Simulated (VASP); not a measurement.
# YN (e600) (Fm-3m) in VASP: notebook

Runs on YN (e600). Level: PBEsol. Tasks: single point.

All numbers are computed with VASP 6.6.1; they aren't measurements. Logs are shortened: lines on timing, memory, paths and dates and some standing lists are left out, and cuts for length are marked.

## 1. The cell of the first run

The structure is cubic, space group Fm-3m (No. 225). Conventional cell: a = 4.857 Å, b = 4.857 Å, c = 4.857 Å, α = 90.00°, β = 90.00°, γ = 90.00°. Y (site symmetry m-3m) has 6 N at 2.43 Å within 3.2 Å. Within 3.2 Å of N (site symmetry m-3m) lie 6 Y at 2.43 Å.

## 2. Single point, PBEsol

The input, INCAR:

```
SYSTEM = YN
PREC     = Accurate       ! precision mode
ENCUT    = 600            ! plane-wave cutoff, eV
EDIFF    = 1E-6           ! SCF threshold, eV
ISMEAR   = 0              ! smearing method
SIGMA    = 0.01           ! smearing width, eV
LREAL    = .FALSE.        ! projectors in reciprocal space
LASPH    = .TRUE.         ! aspherical terms in the spheres
NELM     = 120            ! most SCF steps
ALGO     = Normal         ! electronic algorithm
ISIF     = 2              ! what is computed and relaxed
LWAVE    = .FALSE.        ! write WAVECAR
LCHARG   = .FALSE.        ! write CHGCAR
GGA      = PS             ! functional
NBANDS   = 15             ! bands
GGA_COMPAT= .FALSE.
```

The input, KPOINTS:

```
regular mesh
0
G
  10 10 10
  0 0 0
```

The input, POSCAR:

```
YN
1.0
    0.0000000000      2.4282978104      2.4282978104
    2.4282978104      0.0000000000      2.4282978104
    2.4282978104      2.4282978104      0.0000000000
Y N
1 1
Direct
    0.0000000000      0.0000000000      0.0000000000
    0.5000000000      0.5000000000      0.5000000000
```

Potentials or basis: VASP PAW PBE potentials, release 64 (Y_sv, N).

Run with:

```console
> cat potpaw_PBE.64/Y_sv/POTCAR potpaw_PBE.64/N/POTCAR > POTCAR
> mpirun -np 1 vasp_std > vasp.out
```

OUTCAR:

```text
SYSTEM = YN
   PREC = Accurate
   ENCUT = 600
   EDIFF = 1E-6
   ISMEAR = 0
   LREAL = .FALSE.
   LASPH = .TRUE.
   NELM = 120
   ISIF = 2
   GGA = PS

 ion  position               nearest neighbor table
   1  0.000  0.000  0.000-   2 2.43   2 2.43   2 2.43   2 2.43   2 2.43   2 2.43
   2  0.500  0.500  0.500-   1 2.43   1 2.43   1 2.43   1 2.43   1 2.43   1 2.43

  LATTYP: Found a face centered cubic cell.
 ALAT       =     4.8565956208

  Lattice vectors:

 A1 = (   0.0000000000,   2.4282978104,   2.4282978104)
 A2 = (   2.4282978104,   0.0000000000,   2.4282978104)
 A3 = (   2.4282978104,   2.4282978104,   0.0000000000)

Analysis of symmetry for initial positions (statically):
=====================================================================
 Subroutine PRICEL returns:
 Original cell was already a primitive cell.

 Routine SETGRP: Setting up the symmetry group for a
 face centered cubic supercell.

 Subroutine GETGRP returns: Found 48 space group operations
 (whereof 48 operations were pure point group operations)
 out of a pool of 48 trial point group operations.

The static configuration has the point symmetry O_h .

Analysis of symmetry for dynamics (positions and initial velocities):
=====================================================================
 Subroutine PRICEL returns:
 Original cell was already a primitive cell.

 Routine SETGRP: Setting up the symmetry group for a
 face centered cubic supercell.

 Subroutine GETGRP returns: Found 48 space group operations
 (whereof 48 operations were pure point group operations)
 out of a pool of 48 trial point group operations.

The dynamic configuration has the point symmetry O_h .

 Subroutine INISYM returns: Found 48 space group operations
 (whereof 48 operations are pure point group operations),
 and found     1 'primitive' translations

----------------------------------------------------------------------------------------

                                     Primitive cell

  volume of cell :      28.6375

  direct lattice vectors                    reciprocal lattice vectors
     0.000000000  2.428297810  2.428297810    -0.205905552  0.205905552  0.205905552
     2.428297810  0.000000000  2.428297810     0.205905552 -0.205905552  0.205905552
     2.428297810  2.428297810  0.000000000     0.205905552  0.205905552 -0.205905552

  length of vectors
     3.434131697  3.434131697  3.434131697     0.356638877  0.356638877  0.356638877

  position of ions in fractional coordinates (direct lattice)
[... 83 lines left out ...]
   IBRION =     -1    ionic relax: 0-MD 1-quasi-New 2-CG
   NFREE  =      0    steps in history (QN), initial steepest desc. (CG)
   ISIF   =      2    stress and relaxation
   ISYM   =      2    0-nonsym 1-usesym 2-fastsym
   POTIM  = 0.5000    time-step for ionic-motion
   TEBEG  =    0.0;   TEEND  =   0.0 temperature during run
   PSTRESS=    0.0 pullay stress
   NELECT =      16.0000    total number of electrons
   NUPDOWN=      -1.0000    fix difference up-down
   EMIN   =  10.00;   EMAX   =-10.00  energy-range for DOS
   EFERMI =   0.00;   METHOD = LEGACY
   ISMEAR =     0;   SIGMA  =   0.01  broadening in eV -4-tet -1-fermi 0-gaus
   EFERMI_NEDOS =   21; number of points for ismear=-14 and -15
   IALGO  =     38    algorithm
   IMIX   =      4    mixing-type and parameters
     AMIX     =   0.40;   BMIX     =  1.00
     AMIX_MAG =   1.60;   BMIX_MAG =  1.00
  volume/ion in A,a.u.               =      14.32        96.63
  Fermi-wavevector in a.u.,A,eV,Ry     =   1.348351  2.548013 24.736068  1.818050
  Thomas-Fermi vector in A             =   2.476027
   LORBIT       =      0    0 simple, 1 ext, 2 COOP (PROOUT), +10 PAW based schemes
   GGA     = PS    functional components
   LHFCALC =     F    Hartree Fock is set to
   AEXX    =    0.0000 exact exchange contribution
   IVDW    =     0    specifies the selected vdW correction
   LEPSILON=     F    determine dielectric tensor
   LRPA    =     F    only Hartree local field effects (RPA)
 non-spin polarized calculation
 Gauss-broadening in eV      SIGMA  =   0.01
  energy-cutoff  :      600.00
  volume of cell :       28.64
 maximum number of plane-waves:       982
   NGX = 13   NGY = 13   NGZ = 13

 number of electron      16.0000001 magnetization

 Free energy of the ion-electron system (eV)
  ---------------------------------------------------
  ext. energy  EPLUGINS =         0.00000000
  ---------------------------------------------------
  free energy    TOTEN  =       -19.13239231 eV

  energy without entropy =      -19.13239231  energy(sigma->0) =      -19.13239231

 E-fermi :   4.1625     XC(G=0): -11.5429

 val. band max:        4.1272578765   @ k =   0.0000   0.0000   0.0000
 cond. band min:       4.1977980061   @ k =   0.5000   0.5000   0.0000
 fundamental gap:      0.0705401296
 Fermi energy:         4.1625036212

 k-point     1 :       0.0000    0.0000    0.0000
  band No.  band energies     occupation
      1     -36.4817      2.00000
      2     -16.1321      2.00000
      3     -16.1321      2.00000
      4     -16.1321      2.00000
      5      -8.7908      2.00000
      6       4.1273      2.00000
      7       4.1273      2.00000
      8       4.1273      2.00000
      9       7.2490      0.00000
     10       7.2490      0.00000
     11       7.2490      0.00000
     12       8.3828      0.00000
     13       9.3068      0.00000
     14       9.3068      0.00000
[... 401 lines left out ...]
      2     -16.9585      2.00000
      3     -16.4396      2.00000
      4     -16.4026      2.00000
      5      -7.9859      2.00000
      6       1.7052      2.00000
      7       3.1460      2.00000
      8       3.4292      2.00000
      9       5.1966      0.00000
     10      10.9102      0.00000
     11      11.0535      0.00000
     12      11.4498      0.00000
     13      11.4541      0.00000
     14      14.7076      0.00000
     15      17.9005      0.00000

 [... further k-points ...]
[... 5 lines left out ...]
  --------------------------------------------------------------------------------------
  -------------------------------------------------------------------------------------
  Total       -0.0405001     -0.0405001     -0.0405001      0.0000000      0.0000000      0.0000000
  in kB       -2.2658482     -2.2658482     -2.2658482      0.0000000      0.0000000      0.0000000
  external PRESSURE =      -2.2658482 kB  Pullay stress =       0.0000000 kB

 VOLUME and BASIS-vectors are now :
 -----------------------------------------------------------------------------
  energy-cutoff  :      600.00
  volume of cell :       28.64
      direct lattice vectors                 reciprocal lattice vectors
     0.000000000  2.428297810  2.428297810    -0.205905552  0.205905552  0.205905552
     2.428297810  0.000000000  2.428297810     0.205905552 -0.205905552  0.205905552
     2.428297810  2.428297810  0.000000000     0.205905552  0.205905552 -0.205905552

 POSITION                                       TOTAL-FORCE (eV/Angst)
 -----------------------------------------------------------------------------------
      0.00000      0.00000      0.00000        -0.000000      0.000000     -0.000000
      2.42830      2.42830      2.42830         0.000000     -0.000000      0.000000
 -----------------------------------------------------------------------------------
    total drift:                                0.000000      0.000000      0.000000

  FREE ENERGIE OF THE ION-ELECTRON SYSTEM (eV)
  ---------------------------------------------------
  free  energy   TOTEN  =       -19.1323923103 eV

  energy  without entropy=      -19.1323923102  energy(sigma->0) =      -19.13239231
```

stdout:

```text
POSCAR found type information on POSCAR Y N
 POSCAR found :  2 types and       2 ions
 scaLAPACK will be used
 -----------------------------------------------------------------------------
|                                                                             |
|                                                                             |
|     You enforced a specific xc type in the INCAR file but a different       |
|     I HOPE YOU KNOW WHAT YOU ARE DOING!                                     |
|                                                                             |
 -----------------------------------------------------------------------------

 LDA part: xc-table for (Slater+PW92), standard interpolation
 POSCAR, INCAR and KPOINTS ok, starting setup
 FFT: planning ... GRIDC
 FFT: planning ... GRID_SOFT
 FFT: planning ... GRID
 WAVECAR not read
 entering main loop
```

Wall time 15 s (1 thread of AMD EPYC 9R45 (Zen 5), shared host); peak memory 0.16 GiB.

Results:

```
Free energy            : -19.1324 eV
Pressure               : -0.2 GPa
Band gap on the k mesh : 0.07 eV, indirect (least direct gap 0.44 eV)
```

Caveat: the PAW data sets were made with another functional, which shifts forces and pressure a little. A k mesh can miss the band edges.

## 3. Single point, PBEsol

The input, INCAR:

```
PREC = Accurate ; ENCUT = 600
EDIFF = 1E-6 ; ISMEAR = 0
SIGMA = 0.01 ; LREAL = False
LASPH = True ; NELM = 120
ALGO = Normal ; ISIF = 2
LWAVE = False ; LCHARG = False
GGA = PS ; NBANDS = 15
GGA_COMPAT = False
```

The input, KPOINTS:

```
Automatic mesh
0
Gamma
  10 10 10
```

POSCAR is that of step 2.

Potentials or basis: VASP PAW PBE potentials, release 64 (Y_sv, N).

Run with:

```console
> cat potpaw_PBE.64/Y_sv/POTCAR potpaw_PBE.64/N/POTCAR > POTCAR
> mpirun -np 1 vasp_std > vasp.out
```

It took 16 s on 1 thread of AMD EPYC 9R45 (Zen 5), shared host; peak memory 0.16 GiB.

Results (log left out):

```
Free energy            : -19.1324 eV
Pressure               : -0.2 GPa
Band gap on the k mesh : 0.07 eV, indirect (least direct gap 0.44 eV)
```

Levels at points of the mesh, in eV from the valence-band top:
| k point | band 4 | band 5 | band 6 | band 7 | band 8 | band 9 | band 10 | band 11 | band 12 | band 13 |
| --- | --- | --- | --- | --- | --- | --- | --- | --- | --- | --- |
| (0.00, 0.00, 0.00) | -20.26 | -12.92 | 0.00 | 0.00 | 0.00 | 3.12 | 3.12 | 3.12 | 4.26 | 5.18 |
| (0.50, 0.00, 0.00) | -20.35 | -11.02 | -4.20 | -2.32 | -2.32 | 5.79 | 6.49 | 6.49 | 6.76 | 10.44 |
| (0.50, 0.50, 0.00) | -20.62 | -12.48 | -1.47 | -0.37 | -0.37 | 0.07 | 6.99 | 7.44 | 8.10 | 8.10 |

Caveat: the PAW data sets were made with another functional, which shifts forces and pressure a little. A k mesh can miss the band edges.
